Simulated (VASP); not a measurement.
Input of a VASP 6.6.1 run:

File INCAR:

```
SYSTEM = Ta2N
PREC = Accurate
ENCUT = 520
EDIFF = 1E-6
ISMEAR = 0
SIGMA = 0.15
LREAL = .FALSE.
LASPH = .TRUE.
NELM = 100
ALGO = Normal
ISIF = 2
LWAVE = .FALSE.
LCHARG = .FALSE.
GGA = CA
NBANDS = 50
```

Contents of KPOINTS:

```
Automatic mesh
0
G
  9 9 8
  0 0 0
```

Contents of POSCAR:

```
Ta2N
1.0
    5.1609728685      0.0000000000      0.0000000000
   -2.5804864342      4.4695336123      0.0000000000
    0.0000000000      0.0000000000      5.0128529472
Ta N
6 3
Direct
    0.6669289619      0.6669289619      0.7526041962
    0.0000000000      0.3330710381      0.7526041962
    0.3330710381      0.0000000000      0.7526041962
    0.3330710381      0.3330710381      0.2473958038
    0.0000000000      0.6669289619      0.2473958038
    0.6669289619      0.0000000000      0.2473958038
    0.6666666667      0.3333333333      0.5000000000
    0.3333333333      0.6666666667      0.5000000000
    0.0000000000      0.0000000000      0.0000000000
```

Potentials or basis: VASP PAW LDA potentials, release 64 (Ta_pv, N).

Launch:

```bash
$ cat potpaw_LDA.64/Ta_pv/POTCAR potpaw_LDA.64/N/POTCAR > POTCAR
$ mpirun -np 1 vasp_std > vasp.out
```

(1) Estimate the band gap on the k mesh.

(2) Estimate the largest force.

## Answers

(1) zero (an odd number of electrons rules out a gap without spin polarisation).

(2) 0.100 eV/Å.

Caveat: spin-orbit coupling is left out, which moves the levels of the heavy elements.
